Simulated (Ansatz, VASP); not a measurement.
## Two plane-wave programs on SnSe2

```
CELL_PARAMETERS angstrom
3.88574 0.00000 0.00000
-1.94287 3.36515 0.00000
0.00000 0.00000 6.25634
ATOMIC_POSITIONS crystal
Sn 0.00000 0.00000 0.00000
Se 0.33333 0.66667 0.25330
Se 0.66667 0.33333 0.74670
```

Change from the starting cell: volume scaled by 1.06, ions relaxed.

Alike in both runs: functional PBE; k mesh 13 × 13 × 7; occupations fermi-dirac, width 0.02 eV; no spin polarisation.

Ansatz relaxed the structure, and its values are those at the end. VASP's run is a single point on that final structure, the one shown.

```csv
,VASP,Ansatz
version,VASP 6.6.1,Ansatz 0.2.0
potentials or method,"VASP PAW PBE potentials, release 64 (Sn_d, Se)","plane-wave PAW, scalar-relativistic"
plane-wave cutoff (eV),520,420
valence electrons in the cell,26,46
```

|  | VASP | Ansatz | Ansatz less VASP |
| --- | --- | --- | --- |
| pressure (GPa) | 0.5 | 0.5 | -0.06 |
| rms of the force components (eV/Å) | 0.009 | 0.003 | -0.0058 |

VASP's potentials hold 26 valence electrons a cell and Ansatz's 46, so a difference there can come from the potentials and not from the codes. Ansatz's warnings: stress scf threshold loose.
